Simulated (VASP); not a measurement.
# TiB2 (Cmmm) in VASP: electric field gradients with PBE

Aim: the electric field gradients of TiB2 with PBE.

Program: VASP 6.6.1. These are calculated values, not measurements. Logs are shortened: lines on timing, memory, paths and dates and some standing lists are left out, and cuts for length are marked.

## Step 1: The cell of the first run

It takes space group Cmmm (No. 65, orthorhombic). The conventional cell has a = 3.026 Å, b = 5.241 Å, c = 3.229 Å, α = 90.00°, β = 90.00°, γ = 90.00°. Ti (site symmetry mmm) has 12 B at 2.28 to 2.63 Å and 6 Ti at 3.03 Å within 3.1 Å. B (site symmetry m2m) has 1 B at 1.08 Å within 1.5 Å.

## Step 2: Electric field gradients, PBE (shortest bond scaled by 0.62)

The input, INCAR:

```
ALGO = Normal
EDIFF = 1E-8
ENCUT = 520
GGA = PE
ISIF = 2
ISMEAR = -1
LASPH = True
LCHARG = False
LEFG = True
LREAL = False
LWAVE = False
NBANDS = 16
NELM = 100
PREC = Accurate
SIGMA = 0.05
```

The input, KPOINTS:

```
k-points
0
Gamma
  10 10 9
```

The input, POSCAR:

```
TiB2
1.0
    3.0259273119      0.0000000000      0.0000000000
   -1.5129636559      2.6205299221      0.0000000000
    0.0000000000      0.0000000000      3.2287677100
Ti B
1 2
Direct
    0.0000000000      0.0000000000      0.0000000000
    0.2066666667      0.6033333333      0.5000000000
    0.7933333333      0.3966666667      0.5000000000
```

Potentials or basis: VASP PAW PBE potentials, release 64 (Ti_sv, B).

Command:

```
> cat potpaw_PBE.64/Ti_sv/POTCAR potpaw_PBE.64/B/POTCAR > POTCAR
> mpirun -np 1 vasp_std > vasp.out
```

OUTCAR:

```text
EDIFF = 1E-8
   ENCUT = 520
   GGA = PE
   ISIF = 2
   ISMEAR = -1
   LASPH = True
   LREAL = False
   NELM = 100
   PREC = Accurate

 ion  position               nearest neighbor table
   1  0.000  0.000  0.000-   2 2.28   2 2.28   3 2.28   3 2.28   2 2.28   3 2.28   2 2.28   3 2.28

   2  0.207  0.603  0.500-   3 1.08   3 2.16   3 2.16   1 2.28   1 2.28   1 2.28   1 2.28
   3  0.793  0.397  0.500-   2 1.08   2 2.16   2 2.16   1 2.28   1 2.28   1 2.28   1 2.28

 -----------------------------------------------------------------------------
|                                                                             |
|           W    W    AA    RRRRR   N    N  II  N    N   GGGG   !!!           |
|           W    W   A  A   R    R  NN   N  II  NN   N  G    G  !!!           |
|           W    W  A    A  R    R  N N  N  II  N N  N  G       !!!           |
|           W WW W  AAAAAA  RRRRR   N  N N  II  N  N N  G  GGG   !            |
|           WW  WW  A    A  R   R   N   NN  II  N   NN  G    G                |
|           W    W  A    A  R    R  N    N  II  N    N   GGGG   !!!           |
|                                                                             |
|     The distance between some ions is very small. Please check the          |
|     nearest-neighbor list in the OUTCAR file.                               |
|     I HOPE YOU KNOW WHAT YOU ARE DOING!                                     |
|                                                                             |
 -----------------------------------------------------------------------------

  LATTYP: Found a hexagonal cell.
 ALAT       =     3.0259273119
 C/A-ratio  =     1.0670341278

  Lattice vectors:

 A1 = (   3.0259273119,   0.0000000000,   0.0000000000)
 A2 = (  -1.5129636559,   2.6205299221,   0.0000000000)
 A3 = (   0.0000000000,   0.0000000000,   3.2287677100)

Analysis of symmetry for initial positions (statically):
=====================================================================
 Subroutine PRICEL returns:
 Original cell was already a primitive cell.

 Routine SETGRP: Setting up the symmetry group for a
 hexagonal supercell.

 Subroutine GETGRP returns: Found  8 space group operations
 (whereof  8 operations were pure point group operations)
 out of a pool of 24 trial point group operations.

The static configuration has the point symmetry D_2h.

Analysis of symmetry for dynamics (positions and initial velocities):
=====================================================================
 Subroutine PRICEL returns:
 Original cell was already a primitive cell.

[... 163 lines left out ...]
 k-point     1 :       0.0000    0.0000    0.0000
  band No.  band energies     occupation
      1     -47.3425      2.00000
      2     -23.7172      2.00000
      3     -23.4592      2.00000
      4     -23.2725      2.00000
      5      -3.4626      2.00000
      6       5.5159      2.00000
[... 433 lines left out ...]
      3     -23.6562      2.00000
      4     -23.3785      2.00000
      5      -1.3471      2.00000
      6       3.4195      2.00000
[... 8 lines left out ...]
     15      18.7504      0.00000
     16      18.7894      0.00000

 [... further k-points ...]

------------------------ aborting loop because EDIFF is reached ----------------------------------------

  FORCE on cell =-STRESS in cart. coord.  units (eV):
  Direction    XX          YY          ZZ          XY          YZ          ZX
  --------------------------------------------------------------------------------------
  -------------------------------------------------------------------------------------
  Total       31.4200452     11.2400507     -0.2454809     17.4763879      0.0000000      0.0000000
  in kB     1966.2239048    703.3871617    -15.3618629   1093.6487003      0.0000000      0.0000000
  external PRESSURE =     884.7497345 kB  Pullay stress =       0.0000000 kB

 VOLUME and BASIS-vectors are now :
 -----------------------------------------------------------------------------
  energy-cutoff  :      520.00
  volume of cell :       25.60
      direct lattice vectors                 reciprocal lattice vectors
     3.025927312  0.000000000  0.000000000     0.330477205  0.190801103  0.000000000
    -1.512963656  2.620529922  0.000000000     0.000000000  0.381602206  0.000000000
     0.000000000  0.000000000  3.228767710     0.000000000  0.000000000  0.309715684

 POSITION                                       TOTAL-FORCE (eV/Angst)
 -----------------------------------------------------------------------------------
      0.00000      0.00000      0.00000         0.000000     -0.000000      0.000000
     -0.28746      1.58105      1.61438        37.624646     21.722600      0.000000
      1.80043      1.03948      1.61438       -37.624646    -21.722600     -0.000000
 -----------------------------------------------------------------------------------
    total drift:                                0.000000     -0.000000     -0.000000

  FREE ENERGIE OF THE ION-ELECTRON SYSTEM (eV)
  ---------------------------------------------------
  free  energy   TOTEN  =       -15.6644086036 eV

  energy  without entropy=      -15.6598974327  energy(sigma->0) =      -15.66215302

 Electric field gradients (V/A^2)
---------------------------------------------------------------------
 ion       V_xx      V_yy      V_zz      V_xy      V_xz      V_yz
---------------------------------------------------------------------
   1       4.282   -11.867     7.585    13.983    -0.000    -0.000
   2       1.206     1.957    -3.163    -0.650    -0.000     0.000
   3       1.206     1.957    -3.163    -0.650    -0.000    -0.000
---------------------------------------------------------------------

 Electric field gradients after diagonalization (V/A^2)
 (convention: |V_zz| > |V_xx| > |V_yy|)
----------------------------------------------------------------------
 ion       V_xx      V_yy      V_zz     asymmetry (V_yy - V_xx)/ V_zz
----------------------------------------------------------------------
   1      12.354     7.585   -19.939       0.239
   2       2.332     0.831    -3.163       0.475
   3       2.332     0.831    -3.163       0.475
----------------------------------------------------------------------

           NMR quadrupolar parameters

 Cq : quadrupolar parameter    Cq=e*Q*V_zz/h
 eta: asymmetry parameters     (V_yy - V_xx)/ V_zz
 Q  : nuclear electric quadrupole moment in mb (millibarn)
----------------------------------------------------------------------
 ion       Cq(MHz)       eta       Q (mb)
----------------------------------------------------------------------
   1      -0.048       0.239       1.000
   2      -0.008       0.475       1.000
   3      -0.008       0.475       1.000
----------------------------------------------------------------------
```

It took 93 s on 1 thread of Intel Xeon 8259CL, shared host; peak memory 0.18 GiB.

What came out:

```
Free energy                             : -15.6644 eV
Pressure                                : 88.5 GPa
Largest force                           : 43.445 eV/Å
Band gap on the k mesh                  : zero (bands 9 and 10 overlap by 1.36 eV)
Largest electric field gradient by atom : Ti -19.9; B -3.2 V/Å²
```

Forces on the atoms (eV/Å):
```
Ti    0.000   0.000   0.000
B    37.625  21.723   0.000
B   -37.625 -21.723   0.000
```

Electric field gradients, principal values (V/Å²):
| atom | least | middle | greatest (by size) |
| --- | --- | --- | --- |
| 1 Ti | 7.585 | 12.354 | -19.939 |
| 2 B | 0.831 | 2.332 | -3.163 |
| 3 B | 0.831 | 2.332 | -3.163 |

Caveat: the cell differs from its parent crystal (shortest bond scaled by 0.62); atoms lie so close that the PAW spheres overlap strongly, which falsifies energies and pressures; the stress differs along the axes, from -2 to 197 GPa; without QUAD_EFG the Cq values of the log hold for a quadrupole moment of 1 mb, not for the nuclei; forces of over 1 eV/Å act on the atoms, so gaps and moduli don't describe the material at rest.
